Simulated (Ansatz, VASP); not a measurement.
**TaAs in VASP and in Ansatz**

```
Ta As
1.0
    -1.75558    1.75558    5.98303
     1.75558   -1.75558    5.98303
     1.75558    1.75558   -5.98303
Ta As
2 2
Cartesian
  0.0000 0.0000 5.9826
  1.7556 0.0000 2.9911
  0.0000 0.0000 0.9888
  0.0000 1.7556 3.9803
```

Change from the starting cell: volume scaled by 1.06.

Alike in both runs: task single point; functional PBE; k mesh 11 × 11 × 11; occupations fermi-dirac, width 0.05 eV; no spin polarisation.

|  | VASP | Ansatz |
| --- | --- | --- |
| version | VASP 6.6.1 | Ansatz 0.2.0 |
| potentials or method | VASP PAW PBE potentials, release 64 (Ta_pv, As), cutoff 520 eV | all-electron LAPW, scalar-relativistic |

|  | VASP | Ansatz | Ansatz less VASP |
| --- | --- | --- | --- |
| gap on the k mesh at the Fermi level (eV) | none | none | - |
| pressure (GPa) | -7.1 | -7.3 | -0.24 |
| traceless stress, the component that is largest in VASP (GPa) | 0.21 | 0.24 | +0.031 |

A gap of «none» marks a metal or a gap that the smearing closes. Ansatz ran all-electron here, and VASP with PAW potentials.

Spin-orbit coupling is off throughout.
